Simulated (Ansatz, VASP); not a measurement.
**ScF3: VASP beside Ansatz**

```
CELL_PARAMETERS angstrom
4.06292 -0.43478 -0.43478
-0.43478 4.06292 -0.43478
-0.43478 -0.43478 4.06292
ATOMIC_POSITIONS crystal
Sc 0.00000 0.00000 0.00000
F 0.50000 0.00000 0.00000
F 0.00000 0.50000 0.00000
F 0.00000 0.00000 0.50000
```

Alike in both runs: task single point; functional LDA; k mesh 6 × 6 × 6; occupations gaussian, width 0.05 eV; no spin polarisation.

|  | VASP | Ansatz |
| --- | --- | --- |
| version | VASP 6.6.1 | Ansatz 0.2.0 |
| potentials or method | VASP PAW LDA potentials, release 64 (Sc_sv, F), cutoff 520 eV | scalar-relativistic, plane waves, PAW |
| valence electrons in the cell | 32 | 32 |

|  | VASP | Ansatz | Ansatz less VASP |
| --- | --- | --- | --- |
| gap on the k mesh at the Fermi level (eV) | 4.95 | 4.98 | +0.032 |
| least direct gap on the mesh (eV) | 5.07 | 5.10 | +0.034 |
| pressure (GPa) | -7.0 | -7.5 | -0.49 |
| traceless stress, the component that is largest in VASP (GPa) | 4.12 | 4.27 | +0.146 |

LDA's correlation is that of Perdew and Zunger in VASP and of Perdew and Wang (1992) in Ansatz.
